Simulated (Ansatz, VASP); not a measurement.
Ca: VASP beside Ansatz

File INCAR:

```
PREC = Accurate
ENCUT = 520
EDIFF = 1E-6
ISMEAR = 0
SIGMA = 0.15
LREAL = F
LASPH = T
NELM = 80
ALGO = Fast
ISIF = 2
LWAVE = F
LCHARG = F
GGA = PS
NBANDS = 11
```

KPOINTS

```
Automatic mesh
0
Gamma
  16 16 16
```

Contents of POSCAR:

```
Ca
1.0
    0.0000000000      2.5602146059      3.3282789877
    2.5602146059      0.0000000000      3.3282789877
    2.5602146059      2.5602146059      0.0000000000
Ca
1
Direct
    0.0000000000      0.0000000000      0.0000000000
```

Input for Ansatz:

```yaml
crystal:
  lattice:
    - [0.0, 2.5602146059, 3.3282789877]
    - [2.5602146059, 0.0, 3.3282789877]
    - [2.5602146059, 2.5602146059, 0.0]
  atoms:
    - { symbol: Ca, position: [0.0, 0.0, 0.0] }
basis:
  ecutwfc: 420
kpoints:
  mp_grid: { grid: [16, 16, 16] }
hamiltonian:
  xc: pbesol
scf:
  occupations: { method: gaussian, width: 0.15 }
output:
  forces: true
  stress: true
  eigenvalues: true
```

Alike in both runs: task single point; functional PBEsol; k mesh 16 × 16 × 16; occupations gaussian, width 0.15 eV; no spin polarisation.

|  | VASP | Ansatz |
| --- | --- | --- |
| version | VASP 6.6.1 | Ansatz 0.2.0 |
| potentials or method | VASP PAW PBE potentials, release 64 (Ca_sv), cutoff 520 eV | scalar-relativistic, plane waves, PAW |
| valence electrons in the cell | 10 | 10 |

```tsv
	VASP	Ansatz	Ansatz less VASP
gap on the k mesh at the Fermi level (eV)	none	none	-
pressure (GPa)	-1.1	-1.1	-0.01
traceless stress, the component that is largest in VASP (GPa)	-2.68	-2.68	-0.001
```

VASP's potentials were made for PBE, not for PBEsol. A gap of «none» marks a metal or a gap that the smearing closes.
